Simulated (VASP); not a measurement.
A run of VASP 6.6.1 is set up as follows.

The input INCAR:

```
PREC     = Accurate       # precision mode
ENCUT    = 520            # plane-wave cutoff, eV
EDIFF    = 1E-6           # SCF threshold, eV
ISMEAR   = -1             # smearing method
SIGMA    = 0.05           # smearing width, eV
LREAL    = False          # projectors in reciprocal space
LASPH    = True           # aspherical terms in the spheres
NELM     = 60             # most SCF steps
ALGO     = Normal         # electronic algorithm
ISIF     = 2              # what is computed and relaxed
LWAVE    = False          # write WAVECAR
LCHARG   = True           # write CHGCAR
LELF     = True           # ELF
LVHAR    = True         
NBANDS   = 28             # bands
```

File KPOINTS:

```
Automatic mesh
0
Gamma
  9 9 7
```

POSCAR

```
SnO
1.0
    3.7751704121      0.0000000000      0.0000000000
    0.0000000000      3.7751704121      0.0000000000
    0.0000000000      0.0000000000      4.8375471642
Sn O
2 2
Direct
    0.0000000000      0.5000000000      0.2353738600
    0.5000000000      0.0000000000      0.7646261400
    0.5000000000      0.5000000000      0.0000000000
    0.0000000000      0.0000000000      0.0000000000
```

Potentials or basis: VASP PAW LDA potentials, release 64 (Sn_d, O).

The run is started by

```sh
$ cat potpaw_LDA.64/Sn_d/POTCAR potpaw_LDA.64/O/POTCAR > POTCAR
$ mpirun -np 1 vasp_std > vasp.out
```

(1) Estimate the band gap on the k mesh.

(2) What does it give for the largest force?

(3) Predict the pressure.

## Answers

(1) 0.24 eV (least direct gap 1.96 eV).

(2) 0.306 eV/Å.

(3) -0.1 GPa.

Caveat: semilocal functionals underestimate gaps, and a narrow one can read as zero; spin-orbit coupling is left out, which moves the levels of the heavy elements.
